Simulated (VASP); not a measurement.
A run of VASP 6.6.1 is set up as follows.

File POSCAR:

```
Ti
1.0
   -1.6410000000      1.6410000000     -1.6410000000
   -1.6410000000     -1.6410000000      1.6410000000
    0.0000000000     10.8066406871     10.8066406871
Ti
4
Direct
    0.0000000000      0.0000000000      0.5314787607
    0.5000000000      0.5000000000      0.0759255372
    0.0000000000      0.0000000000      0.2277766117
    0.5000000000      0.5000000000      0.3796276862
```

The input INCAR.step1:

```
ALGO = Normal
EDIFF = 1E-4
ENCUT = 520
GGA = PE
ISMEAR = 0
KPAR = 4
LASPH = T
LCHARG = F
LREAL = F
LWAVE = T
NBANDS = 32
NELM = 60
PREC = Accurate
SIGMA = 0.15
```

INCAR.step2

```
ALGO = Normal
EDIFF = 1E-7
ENCUT = 520
ISIF = 2
ISMEAR = 0
ISTART = 1
KPAR = 4
LASPH = T
LCHARG = F
LMIXTAU = T
LREAL = F
LWAVE = F
METAGGA = R2SCAN
NBANDS = 32
NELM = 60
PREC = Accurate
SIGMA = 0.15
```

KPOINTS

```
k-points
0
Gamma
  17 17 5
```

Potentials or basis: VASP PAW PBE potentials, release 64 (Ti_sv).

Command:

```bash
$ cat potpaw_PBE.64/Ti_sv/POTCAR > POTCAR
$ cp INCAR.step1 INCAR
$ mpirun -np 4 vasp_std > vasp.out
$ cp INCAR.step2 INCAR
$ mpirun -np 4 vasp_std > vasp.out
```

(1) Predict the largest force.

(2) Estimate the band gap on the k mesh.

Answers

(1) 0.522 eV/Å.

(2) zero (bands 24 and 25 overlap by 0.88 eV).

Caveat: the cell differs from its parent crystal (the distance across one plane changed); there is no dipole correction, which matters where the two faces differ; the PAW data sets were made with another functional, which shifts forces and pressure a little.
